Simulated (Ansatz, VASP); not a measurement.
This is a calculation of GaN for Ansatz 0.2.0.

The input input.yaml:

```yaml
crystal:
  lattice:
    - [3.0995736, 0.0, 0.0]
    - [1.5497868, 2.6843094785, 0.0]
    - [1.5497868, 0.8947698262, 2.5307912467]
  atoms:
    - { symbol: Ga, position: [0.0, 0.0, 0.0] }
    - { symbol: "N", position: [0.25, 0.25, 0.25] }
kpoints:
  mp_grid: { grid: [10, 10, 10] }
scf:
  occupations: { method: tetrahedron }
hamiltonian:
  xc: lda
  pseudopotentials: { kind: all_electron, lapw: { basis_error: 0.001 } }
output:
  forces: true
  stress: true
relax:
  f_tol: 0.01
  max_steps: 60
  cell: {}
```

Potentials or basis: all-electron LAPW, scalar-relativistic.

The run is started by

```console
$ ansatz run input.yaml --threads 1 --pin off --max-ram 3072MiB --backend cpu --events-out ev --progress --plain --runs-dir out
```

Question: Translate it to VASP 6.6.1. Potentials there: VASP PAW LDA potentials, release 64 (Ga_d, N).

Answer: As run (the cutoff follows the program's own potentials):

INCAR

```
ALGO = Normal
EDIFF = 1E-7
EDIFFG = -0.01
ENCUT = 600
GGA = CA
IBRION = 2
ISIF = 3
ISMEAR = -5
LASPH = True
LCHARG = False
LREAL = False
LWAVE = False
NELM = 60
NSW = 80
PREC = Accurate
SIGMA = 0.05
```

KPOINTS

```
k-points
0
Gamma
  10 10 10
```

File POSCAR:

```
GaN
1.0
    3.0995736000      0.0000000000      0.0000000000
    1.5497868000      2.6843094785      0.0000000000
    1.5497868000      0.8947698262      2.5307912467
Ga N
1 1
Direct
    0.0000000000      0.0000000000      0.0000000000
    0.2500000000      0.2500000000      0.2500000000
```

Potentials or basis: VASP PAW LDA potentials, release 64 (Ga_d, N).

Command:

```bash
$ cat potpaw_LDA.64/Ga_d/POTCAR potpaw_LDA.64/N/POTCAR > POTCAR
$ mpirun -np 1 vasp_std > vasp.out
```

Both were run:

|  | VASP | Ansatz | Ansatz less VASP |
| --- | --- | --- | --- |
| gap on the k mesh at the Fermi level, each at its own relaxed structure (eV) | 1.94 | 1.96 | +0.014 |
| relaxed volume (Å³/atom) | 11.11 | 11.07 | -0.040 |
| relaxed cell length with the largest relative difference (Å) | 3.155 | 3.151 | -0.0038 |

LDA's correlation is that of Perdew and Zunger in VASP and of Perdew and Wang (1992) in Ansatz. Ansatz ran all-electron here, and VASP with PAW potentials.
